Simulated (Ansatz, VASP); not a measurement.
Sb in VASP and in Ansatz

```
Sb
1.0
     4.08296    0.00000    0.00000
     0.00860    4.99334    0.00000
     2.03247    1.64762    5.87349
Sb
5
Direct
  0.88885 0.60728 0.70806
  0.29268 0.20660 0.88891
  0.70732 0.79340 0.11109
  0.11115 0.39272 0.29194
  0.50000 0.00000 0.50000
```

Alike in both runs: task single point; functional PBE; k mesh 4 × 4 × 4; occupations gaussian, width 0.1 eV; no spin polarisation.

|  | VASP | Ansatz |
| --- | --- | --- |
| version | VASP 6.6.1 | Ansatz 0.2.0 |
| potentials or method | VASP PAW PBE potentials, release 64 (Sb), cutoff 520 eV | scalar-relativistic, plane waves, PAW |
| valence electrons in the cell | 25 | 75 |

|  | VASP | Ansatz | Ansatz less VASP |
| --- | --- | --- | --- |
| gap on the k mesh at the Fermi level (eV) | none | none | - |
| pressure (GPa) | 21.2 | 20.9 | -0.29 |
| traceless stress, the component that is largest in VASP (GPa) | 0.84 | 0.84 | +0.008 |
| rms of the force components (eV/Å) | 0.307 | 0.302 | -0.0058 |

Atom by atom the forces differ by 0.007 eV/Å (rms over components). A gap of «none» marks a metal or a gap that the smearing closes. The functional is the same, so the differences come from potentials, cutoffs and numerics. VASP's potentials hold 25 valence electrons a cell and Ansatz's 75, so a difference there can come from the potentials and not from the codes.

The k mesh is coarse, so the values compare programs but aren't converged. Spin-orbit coupling is off throughout.
